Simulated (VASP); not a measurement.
# SnO2 (Pnnm) in VASP: a series of runs, part 2 of 2

VASP 6.6.1. The steps go on from the part before.

## Step 4: Single point, LDA (atoms displaced along a vibrational mode)

INCAR

```
SYSTEM = SnO2
  ALGO = Normal
  EDIFF = 1E-6
  ENCUT = 520
  GGA = CA
  ISIF = 2
  ISMEAR = 0
  LASPH = .True.
  LCHARG = .False.
  LREAL = .False.
  LWAVE = .False.
  NBANDS = 35
  NELM = 80
  PREC = Accurate
  SIGMA = 0.05
```

KPOINTS

```
k-points
0
Gamma
  6 6 8
  0 0 0
```

POSCAR

```
SnO2
1.0
    4.7201335122      0.0000000000      0.0000000000
    0.0000000000      4.7206343096      0.0000000000
    0.0000000000      0.0000000000      3.1888226875
Sn O
2 4
Direct
    0.5000000000      0.5000000000      0.5000000000
    0.0000000000      0.0000000000      0.0000000000
    0.3328527052      0.2793104051      0.0000000000
    0.8328527052      0.2206895949      0.5000000000
    0.1671472948      0.7793104051      0.5000000000
    0.6671472948      0.7206895949      0.0000000000
```

Potentials or basis: VASP PAW LDA potentials, release 64 (Sn_d, O).

Run with:

```
cat potpaw_LDA.64/Sn_d/POTCAR potpaw_LDA.64/O/POTCAR > POTCAR
mpirun -np 1 vasp_std > vasp.out
```

OUTCAR:

```text
SYSTEM = SnO2
   EDIFF = 1E-6
   ENCUT = 520
   GGA = CA
   ISIF = 2
   ISMEAR = 0
   LASPH = .True.
   LREAL = .False.
   NELM = 80
   PREC = Accurate

 ion  position               nearest neighbor table
   1  0.500  0.500  0.500-   4 2.05   5 2.05   3 2.06   6 2.06   3 2.06   6 2.06   2 3.70   2 3.70
                             2 3.70   2 3.70   2 3.70   2 3.70   2 3.70   2 3.70
   2  0.000  0.000  0.000-   3 2.05   6 2.05   5 2.06   4 2.06   4 2.06   5 2.06   1 3.70   1 3.70
                             1 3.70   1 3.70   1 3.70   1 3.70   1 3.70   1 3.70
   3  0.333  0.279  0.000-   2 2.05   1 2.06   1 2.06
   4  0.833  0.221  0.500-   1 2.05   2 2.06   2 2.06
   5  0.167  0.779  0.500-   1 2.05   2 2.06   2 2.06
   6  0.667  0.721  0.000-   2 2.05   1 2.06   1 2.06

  LATTYP: Found a simple orthorhombic cell.
 ALAT       =     3.1888226875
 B/A-ratio  =     1.4802119700
 C/A-ratio  =     1.4803690177

  Lattice vectors:

 A1 = (   0.0000000000,   0.0000000000,   3.1888226875)
 A2 = (   4.7201335122,   0.0000000000,   0.0000000000)
 A3 = (   0.0000000000,   4.7206343096,   0.0000000000)

[... 188 lines left out ...]
 cond. band min:       7.1679628630   @ k =   0.0000   0.0000   0.0000
 fundamental gap:      1.3965720529
 Fermi energy:         5.9783051216

 k-point     1 :       0.0000    0.0000    0.0000
  band No.  band energies     occupation
      1     -15.0399      2.00000
      2     -14.2764      2.00000
      3     -14.0201      2.00000
      4     -14.0008      2.00000
      5     -13.9895      2.00000
      6     -13.9160      2.00000
[... 901 lines left out ...]
     34      17.9004      0.00000
     35      18.2387      0.00000

 [... further k-points ...]

------------------------ aborting loop because EDIFF is reached ----------------------------------------

  FORCE on cell =-STRESS in cart. coord.  units (eV):
  Direction    XX          YY          ZZ          XY          YZ          ZX
  --------------------------------------------------------------------------------------
  -------------------------------------------------------------------------------------
  Total        0.2442824     -0.6038744     -0.0099537      0.0000000      0.0000000      0.0000000
  in kB        5.5083025    -13.6167101     -0.2244447      0.0000000      0.0000000      0.0000000
  external PRESSURE =      -2.7776174 kB  Pullay stress =       0.0000000 kB

 VOLUME and BASIS-vectors are now :
 -----------------------------------------------------------------------------
  energy-cutoff  :      520.00
  volume of cell :       71.05
      direct lattice vectors                 reciprocal lattice vectors
     4.720133512  0.000000000  0.000000000     0.211858414  0.000000000  0.000000000
     0.000000000  4.720634310  0.000000000     0.000000000  0.211835939  0.000000000
     0.000000000  0.000000000  3.188822688     0.000000000  0.000000000  0.313595360

 POSITION                                       TOTAL-FORCE (eV/Angst)
 -----------------------------------------------------------------------------------
      2.36007      2.36032      1.59441         0.000000      0.000000      0.000000
      0.00000      0.00000      0.00000         0.000000      0.000000      0.000000
      1.57111      1.31852      0.00000        -0.063344      0.146997     -0.000000
      3.93118      1.04179      1.59441        -0.063344     -0.146997     -0.000000
      0.78896      3.67884      1.59441         0.063344      0.146997      0.000000
      3.14902      3.40211      0.00000         0.063344     -0.146997      0.000000
 -----------------------------------------------------------------------------------
    total drift:                                0.000000      0.000000      0.000000

  FREE ENERGIE OF THE ION-ELECTRON SYSTEM (eV)
  ---------------------------------------------------
  free  energy   TOTEN  =       -42.2349259702 eV

  energy  without entropy=      -42.2349259702  energy(sigma->0) =      -42.23492597
```

OSZICAR:

```text
N       E                     dE             d eps       ncg     rms          rms(c)
DAV:   1     0.628646920540E+03    0.62865E+03   -0.25607E+04  6192   0.234E+03
DAV:   2     0.512549693537E+02   -0.57739E+03   -0.54340E+03  6099   0.609E+02
DAV:   3    -0.433833605362E+02   -0.94638E+02   -0.92877E+02  6100   0.207E+02
DAV:   4    -0.482467287284E+02   -0.48634E+01   -0.48296E+01  7098   0.503E+01
DAV:   5    -0.483753722138E+02   -0.12864E+00   -0.12844E+00  7102   0.868E+00    0.157E+01
DAV:   6    -0.423036041799E+02    0.60718E+01   -0.16840E+01  8991   0.645E+01    0.638E+00
DAV:   7    -0.423295583804E+02   -0.25954E-01   -0.19742E+00  6387   0.791E+00    0.318E+00
DAV:   8    -0.422496263198E+02    0.79932E-01   -0.21738E-01  8705   0.419E+00    0.727E-01
DAV:   9    -0.422347992981E+02    0.14827E-01   -0.33378E-02  9273   0.300E+00    0.128E-01
DAV:  10    -0.422349164934E+02   -0.11720E-03   -0.34193E-03  7674   0.497E-01    0.509E-02
DAV:  11    -0.422349255251E+02   -0.90316E-05   -0.15302E-04  9107   0.148E-01    0.214E-02
DAV:  12    -0.422349285345E+02   -0.30094E-05   -0.15965E-05  6525   0.266E-02    0.143E-02
DAV:  13    -0.422349259186E+02    0.26159E-05   -0.10123E-05  7150   0.445E-02    0.127E-03
DAV:  14    -0.422349259702E+02   -0.51607E-07   -0.78965E-07  3547   0.851E-03
   1 F= -.42234926E+02 E0= -.42234926E+02  d E =-.797255E-11
```

Wall time 4.3 min (1 thread of Intel Xeon 8259CL, shared host); peak memory 0.26 GiB.

What came out:

```
Free energy            : -42.2349 eV
Pressure               : -0.3 GPa
Largest force          : 0.160 eV/Å
Band gap on the k mesh : 1.40 eV (least direct gap 1.41 eV)
```

Forces on the atoms (eV/Å):
```
Sn   0.000  0.000  0.000
Sn   0.000  0.000  0.000
O   -0.063  0.147  0.000
O   -0.063 -0.147  0.000
O    0.063  0.147  0.000
O    0.063 -0.147  0.000
```

Caveat: the cell differs from its parent crystal (atoms displaced along a vibrational mode); spin-orbit coupling is left out, which moves the levels of the heavy elements.

## Step 5: Summary

```tsv
cell	gap on the mesh (eV)	pressure (GPa)	largest force (eV/Å)
as given, atomic positions A	1.47	-2.2	0.36
as given, atomic positions B	1.47	-2.2	0.36
as given, atomic positions C	1.40	-0.3	0.16
```

Alike in all rows: task single point; level LDA; potentials or basis VASP PAW LDA potentials, release 64 (Sn_d, O); no spin polarisation; k mesh 6 × 6 × 8; cutoff (eV) 520; smearing gaussian 0.05 eV.

Caveats: spin-orbit coupling is left out, which moves the levels of the heavy elements.

Absolute energies hang on the potentials; compare differences alone.
